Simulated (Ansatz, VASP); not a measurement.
One calculation of PbO2, two programs

```
Pb O
1.0
     0.00000    2.70199    2.70199
     2.70199    0.00000    2.70199
     2.70199    2.70199    0.00000
Pb O
1 2
Direct
  0.00000 0.00000 0.00000
  0.75000 0.75000 0.75000
  0.25000 0.25000 0.25000
```

Alike in both runs: task single point; functional r2SCAN-based global hybrid; k mesh 5 × 5 × 5; occupations fermi-dirac, width 0.05 eV; no spin polarisation.

|  | VASP | Ansatz |
| --- | --- | --- |
| version | VASP 6.6.1 | Ansatz 0.2.0 |
| potentials or method | VASP PAW PBE potentials, release 64 (Pb_d, O) | Ansatz PAW |
| plane-wave cutoff (eV) | 520 | 500 |
| valence electrons in the cell | 26 | 26 |

Ansatz gave:

* gap on the k mesh at the Fermi level (eV): none
* pressure (GPa): -10.5

Task: Which values does VASP return?

Result: gap on the k mesh at the Fermi level (eV): none; pressure (GPa): -9.7.

VASP's potentials were made for PBE, not for r2SCAN-based global hybrid. A gap of «none» marks a metal or a gap that the smearing closes. The functional is the same, so the differences come from potentials, cutoffs and numerics.

The k mesh is coarse, so the values compare programs but aren't converged. Spin-orbit coupling is off throughout.
